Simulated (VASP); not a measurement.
Here is a VASP 6.6.1 calculation.

INCAR

```
ALGO = Normal
EDIFF = 1E-7
ENCUT = 520
GGA = PE
ISIF = 2
ISMEAR = 0
LASPH = T
LCHARG = T
LELF = T
LREAL = F
LVHAR = T
LWAVE = F
NBANDS = 11
NELM = 60
PREC = Accurate
SIGMA = 0.01
```

Contents of KPOINTS:

```
k-points
0
Gamma
  11 11 11
```

File POSCAR:

```
BN
1.0
    0.0000000000      3.4953160000      2.1660910000
    1.2516320000      0.0000000000      2.1660910000
    1.2516320000      3.4953160000      0.0000000000
B N
1 1
Direct
    0.0000490000      0.0000490000      0.9999510000
    0.6666510000      0.6666510000      0.3333490000
```

Potentials or basis: VASP PAW PBE potentials, release 64 (B, N).

The run is started by

```console
$ cat potpaw_PBE.64/B/POTCAR potpaw_PBE.64/N/POTCAR > POTCAR
$ mpirun -np 1 vasp_std > vasp.out
```

Task: Estimate the band gap on the k mesh.

Result: 3.87 eV, indirect (least direct gap 4.72 eV).

Task: What does it give for the pressure?

Result: 3.3 GPa.

Forces on the atoms (eV/Å):
```
B    0.000  0.000  0.010
N    0.000  0.000 -0.010
```

A k mesh can miss the band edges.
